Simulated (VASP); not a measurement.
# ZrO2 (P4_2/nmc) in VASP: electric field gradients with PBE

Aim: the electric field gradients of ZrO2 with PBE.

Everything below comes from runs of VASP 6.6.1. Logs are shortened: lines on timing, memory, paths and dates and some standing lists are left out, and cuts for length are marked.

**1. The cell of the first run**

Symmetry: P4_2/nmc, No. 137, tetragonal system. The conventional cell has a = 3.596 Å, b = 3.596 Å, c = 5.177 Å, α = 90.00°, β = 90.00°, γ = 90.00°. Within 2.8 Å of Zr (site symmetry -4m2) lie 8 O at 2.08 to 2.37 Å. Within 2.8 Å of O (site symmetry 2mm) lie 4 Zr at 2.08 to 2.37 Å and 6 O at 2.59 Å.

**2. Electric field gradients, PBE, non-collinear spin, zero start, spin-orbit coupling**

Input file INCAR:

```
SYSTEM = ZrO2
PREC = Accurate
ENCUT = 520
EDIFF = 1E-8
ISMEAR = -1
SIGMA = 0.02
LREAL = .FALSE.
LASPH = .TRUE.
NELM = 200
ALGO = Normal
ISIF = 2
LWAVE = .FALSE.
LCHARG = .FALSE.
MAGMOM = 0 0 0 0 0 0 0 0 0 0 0 0 0 0 0 0 0 0
LORBIT = 11
LSORBIT = .TRUE.
GGA_COMPAT = .FALSE.
LORBMOM = .TRUE.
LMAXMIX = 4
GGA = PE
LEFG = .TRUE.
NBANDS = 64
KPAR = 4
```

Input file KPOINTS:

```
regular mesh
0
G
  8 8 6
  0 0 0
```

Input file POSCAR:

```
ZrO2
1.0
    3.5961000000      0.0000000000      0.0000000000
    0.0000000000      3.5961000000      0.0000000000
    0.0000000000      0.0000000000      5.1770000000
Zr O
2 4
Direct
    0.0000000000      0.0000000000      0.0000000000
    0.5000000000      0.5000000000      0.5000000000
    0.0000000000      0.5000000000      0.2011907693
    0.0000000000      0.5000000000      0.7011907693
    0.5000000000      0.0000000000      0.2988092307
    0.5000000000      0.0000000000      0.7988092307
```

Potentials or basis: VASP PAW PBE potentials, release 64 (Zr_sv, O).

Launch:

```console
$ cat potpaw_PBE.64/Zr_sv/POTCAR potpaw_PBE.64/O/POTCAR > POTCAR
$ mpirun -np 4 vasp_ncl > vasp.out
```

OUTCAR:

```text
SYSTEM = ZrO2
   PREC = Accurate
   ENCUT = 520
   EDIFF = 1E-8
   ISMEAR = -1
   LREAL = .FALSE.
   LASPH = .TRUE.
   NELM = 200
   ISIF = 2
   LORBIT = 11
   LSORBIT = .TRUE.
   GGA = PE

 ion  position               nearest neighbor table
   1  0.000  0.000  0.000-   3 2.08   6 2.08   3 2.08   6 2.08   5 2.37   4 2.37   5 2.37   4 2.37
                             2 3.63   2 3.63   2 3.63   2 3.63   2 3.63   2 3.63   2 3.63   2 3.63
   2  0.500  0.500  0.500-   4 2.08   5 2.08   5 2.08   4 2.08   3 2.37   6 2.37   3 2.37   6 2.37
                             1 3.63   1 3.63   1 3.63   1 3.63   1 3.63   1 3.63   1 3.63   1 3.63
   3  0.000  0.500  0.201-   1 2.08   1 2.08   2 2.37   2 2.37
   4  0.000  0.500  0.701-   2 2.08   2 2.08   1 2.37   1 2.37
   5  0.500  0.000  0.299-   2 2.08   2 2.08   1 2.37   1 2.37
   6  0.500  0.000  0.799-   1 2.08   1 2.08   2 2.37   2 2.37

  LATTYP: Found a simple tetragonal cell.
 ALAT       =     3.5961000000
 C/A-ratio  =     1.4396151386

  Lattice vectors:

 A1 = (   3.5961000000,   0.0000000000,   0.0000000000)
 A2 = (   0.0000000000,   3.5961000000,   0.0000000000)
 A3 = (   0.0000000000,   0.0000000000,   5.1770000000)

Analysis of symmetry for initial positions (statically):
=====================================================================
 Subroutine PRICEL returns:
 Original cell was already a primitive cell.

 Routine SETGRP: Setting up the symmetry group for a
 simple tetragonal supercell.

 Subroutine GETGRP returns: Found 16 space group operations
 (whereof  8 operations were pure point group operations)
 out of a pool of 16 trial point group operations.

The static configuration has the point symmetry D_2d.
 The point group associated with its full space group is D_4h.

Analysis of symmetry for dynamics (positions and initial velocities):
=====================================================================
 Subroutine PRICEL returns:
 Original cell was already a primitive cell.

 Routine SETGRP: Setting up the symmetry group for a
 simple tetragonal supercell.

 Subroutine GETGRP returns: Found 16 space group operations
 (whereof  8 operations were pure point group operations)
 out of a pool of 16 trial point group operations.

The dynamic configuration has the point symmetry D_2d.
 The point group associated with its full space group is D_4h.

Analysis of structural, dynamic, and magnetic symmetry:
=====================================================================
 Subroutine PRICEL returns:
 Original cell was already a primitive cell.

 Routine SETGRP: Setting up the symmetry group for a
 simple tetragonal supercell.

 Subroutine GETGRP returns: Found 16 space group operations
 (whereof  8 operations were pure point group operations)
 out of a pool of 16 trial point group operations.

The overall configuration has the point symmetry D_2d.
 The point group associated with its full space group is D_4h.

 Subroutine INISYM returns: Found 16 space group operations
 (whereof  8 operations are pure point group operations),
 and found     1 'primitive' translations

----------------------------------------------------------------------------------------

                                     Primitive cell

  volume of cell :      66.9486

  direct lattice vectors                    reciprocal lattice vectors
     3.596100000  0.000000000  0.000000000     0.278079030  0.000000000  0.000000000
     0.000000000  3.596100000  0.000000000     0.000000000  0.278079030  0.000000000
     0.000000000  0.000000000  5.177000000     0.000000000  0.000000000  0.193162063

  length of vectors
     3.596100000  3.596100000  5.177000000     0.278079030  0.278079030  0.193162063

  position of ions in fractional coordinates (direct lattice)
     0.000000000  0.000000000  0.000000000
     0.500000000  0.500000000  0.500000000
     0.000000000  0.500000000  0.201190769
     0.000000000  0.500000000  0.701190769
     0.500000000  0.000000000  0.298809231
     0.500000000  0.000000000  0.798809231

  ion indices of the primitive-cell ions
   primitive index   ion index
                 1           1
                 2           2
                 3           3
[... 1684 lines left out ...]

  energy  without entropy=      -57.4282962912  energy(sigma->0) =      -57.42829629

 Electric field gradients (V/A^2)
---------------------------------------------------------------------
 ion       V_xx      V_yy      V_zz      V_xy      V_xz      V_yz
---------------------------------------------------------------------
   1     -26.084   -26.084    52.168    -0.000    -0.000     0.000
   2     -26.084   -26.084    52.168     0.000     0.000     0.000
   3      10.107    -5.711    -4.395     0.000     0.000     0.000
   4      -5.711    10.107    -4.395     0.000    -0.000     0.000
   5      10.107    -5.711    -4.395    -0.000     0.000    -0.000
   6      -5.711    10.107    -4.395    -0.000     0.000     0.000
---------------------------------------------------------------------

 Electric field gradients after diagonalization (V/A^2)
 (convention: |V_zz| > |V_xx| > |V_yy|)
----------------------------------------------------------------------
 ion       V_xx      V_yy      V_zz     asymmetry (V_yy - V_xx)/ V_zz
----------------------------------------------------------------------
   1     -26.084   -26.084    52.168       0.000
   2     -26.084   -26.084    52.168       0.000
   3      -5.711    -4.395    10.107       0.130
   4      -5.711    -4.395    10.107       0.130
   5      -5.711    -4.395    10.107       0.130
   6      -5.711    -4.395    10.107       0.130
----------------------------------------------------------------------

           NMR quadrupolar parameters

 Cq : quadrupolar parameter    Cq=e*Q*V_zz/h
 eta: asymmetry parameters     (V_yy - V_xx)/ V_zz
 Q  : nuclear electric quadrupole moment in mb (millibarn)
----------------------------------------------------------------------
 ion       Cq(MHz)       eta       Q (mb)
----------------------------------------------------------------------
   1       0.126       0.000       1.000
   2       0.126       0.000       1.000
   3       0.024       0.130       1.000
   4       0.024       0.130       1.000
   5       0.024       0.130       1.000
   6       0.024       0.130       1.000
----------------------------------------------------------------------

 orbital moment (x)

 # of ion     p       d       tot
 ----------------------------------------
  1         0.000   0.000   0.000
  2         0.000  -0.000  -0.000
  3         0.000   0.000   0.000
  4         0.000   0.000   0.000
  5         0.000   0.000   0.000
  6        -0.000   0.000  -0.000
 ----------------------------------------
           -0.000  -0.000  -0.000

 orbital moment (y)

 # of ion     p       d       tot
 ----------------------------------------
  1        -0.000   0.000   0.000
  2        -0.000   0.000   0.000
  3         0.000   0.000   0.000
  4         0.000   0.000   0.000
  5         0.000   0.000   0.000
  6        -0.000   0.000  -0.000
 ----------------------------------------
            0.000   0.000   0.000

 orbital moment (z)

 # of ion     p       d       tot
 ----------------------------------------
  1         0.000   0.000   0.000
  2         0.000   0.000   0.000
  3         0.000   0.000   0.000
  4         0.000   0.000   0.000
  5         0.000   0.000   0.000
  6         0.000   0.000   0.000
 ----------------------------------------
            0.000   0.000   0.000

 Spin-Orbit-Coupling matrix elements

 Ion:    1  E_soc:     -0.1333428
 l=   1
     0.0000000    -0.0218918    -0.0218730
    -0.0218918     0.0000000    -0.0218918
    -0.0218730    -0.0218918     0.0000000
 l=   2
     0.0000000    -0.0000621     0.0000000    -0.0000621    -0.0002636
    -0.0000621     0.0000000    -0.0001831    -0.0000881    -0.0000863
     0.0000000    -0.0001831     0.0000000    -0.0001831     0.0000000
    -0.0000621    -0.0000881    -0.0001831     0.0000000    -0.0000863
    -0.0002636    -0.0000863     0.0000000    -0.0000863     0.0000000
 l=   3
     0.0000000     0.0000000     0.0000000     0.0000000     0.0000000     0.0000000     0.0000000
     0.0000000     0.0000000     0.0000000     0.0000000     0.0000000     0.0000000     0.0000000
     0.0000000     0.0000000     0.0000000     0.0000000     0.0000000     0.0000000     0.0000000
     0.0000000     0.0000000     0.0000000     0.0000000     0.0000000     0.0000000     0.0000000
[... 89 lines left out ...]
 l=   2
     0.0000000     0.0000000     0.0000000     0.0000000     0.0000000
     0.0000000     0.0000000     0.0000000     0.0000000     0.0000000
     0.0000000     0.0000000     0.0000000     0.0000000     0.0000000
     0.0000000     0.0000000     0.0000000     0.0000000     0.0000000
     0.0000000     0.0000000     0.0000000     0.0000000     0.0000000
 l=   3
     0.0000000     0.0000000     0.0000000     0.0000000     0.0000000     0.0000000     0.0000000
     0.0000000     0.0000000     0.0000000     0.0000000     0.0000000     0.0000000     0.0000000
     0.0000000     0.0000000     0.0000000     0.0000000     0.0000000     0.0000000     0.0000000
     0.0000000     0.0000000     0.0000000     0.0000000     0.0000000     0.0000000     0.0000000
     0.0000000     0.0000000     0.0000000     0.0000000     0.0000000     0.0000000     0.0000000
     0.0000000     0.0000000     0.0000000     0.0000000     0.0000000     0.0000000     0.0000000
     0.0000000     0.0000000     0.0000000     0.0000000     0.0000000     0.0000000     0.0000000

 total charge

# of ion       s       p       d       tot
------------------------------------------
    1        2.178   6.053   1.383   9.614
    2        2.178   6.053   1.383   9.614
    3        1.566   3.538   0.000   5.104
    4        1.566   3.538   0.000   5.104
    5        1.566   3.538   0.000   5.104
    6        1.566   3.538   0.000   5.104
--------------------------------------------------
tot         10.620  26.260   2.765  39.646

 magnetization (x)

# of ion       s       p       d       tot
------------------------------------------
    1       -0.000   0.000   0.000  -0.000
    2       -0.000   0.000   0.000  -0.000
    3        0.000   0.000   0.000   0.000
    4        0.000   0.000   0.000   0.000
    5        0.000   0.000   0.000   0.000
    6        0.000   0.000   0.000   0.000
--------------------------------------------------
tot         -0.000   0.000   0.000  -0.000

 magnetization (y)

# of ion       s       p       d       tot
------------------------------------------
    1        0.000   0.000   0.000   0.000
    2        0.000   0.000   0.000   0.000
    3       -0.000   0.000   0.000   0.000
    4       -0.000   0.000   0.000  -0.000
    5        0.000   0.000   0.000   0.000
    6       -0.000   0.000   0.000  -0.000
--------------------------------------------------
tot         -0.000   0.000   0.000   0.000

 magnetization (z)

# of ion       s       p       d       tot
------------------------------------------
    1        0.000   0.000   0.000   0.000
    2        0.000   0.000   0.000   0.000
    3        0.000   0.000   0.000   0.000
    4        0.000   0.000   0.000   0.000
    5        0.000   0.000   0.000   0.000
    6        0.000   0.000   0.000   0.000
--------------------------------------------------
tot          0.000   0.000   0.000   0.000
```

Run time: 5.5 min. Hardware: 4 MPI ranks of AMD EPYC 7R43 (Zen 3), shared host; peak memory 0.49 GiB.

What came out:

| Quantity | Value |
| --- | --- |
| Free energy | -57.4283 eV |
| Pressure | 6.1 GPa |
| Largest force | 0.017 eV/Å |
| Net moment | 0.00 μB per cell |
| Largest electric field gradient by atom | Zr +52.2; O +10.1 V/Å² |
| Valence electrons inside the program's atomic spheres | Zr 9.61; O 5.10 |

Forces on the atoms (eV/Å):
```
Zr   0.000  0.000  0.000
Zr   0.000  0.000  0.000
O    0.000  0.000  0.017
O    0.000  0.000  0.017
O    0.000  0.000 -0.017
O    0.000  0.000 -0.017
```

Stress tensor (GPa, compression positive):
```
5.66 0.00 0.00
0.00 5.66 0.00
0.00 0.00 6.92
```

Moments on the atoms (μB; x, y, z):
```
Zr  0.00 0.00 0.00
Zr  0.00 0.00 0.00
O   0.00 0.00 0.00
O   0.00 0.00 0.00
O   0.00 0.00 0.00
O   0.00 0.00 0.00
```

Electric field gradients, principal values (V/Å²):
| atom | least | middle | greatest (by size) |
| --- | --- | --- | --- |
| 1 Zr | -26.084 | -26.084 | 52.168 |
| 2 Zr | -26.084 | -26.084 | 52.168 |
| 3 O | -4.395 | -5.711 | 10.107 |
| 4 O | -4.395 | -5.711 | 10.107 |
| 5 O | -4.395 | -5.711 | 10.107 |
| 6 O | -4.395 | -5.711 | 10.107 |

Caveat: the cell stands under pressure; without QUAD_EFG the Cq values of the log hold for a quadrupole moment of 1 mb, not for the nuclei.
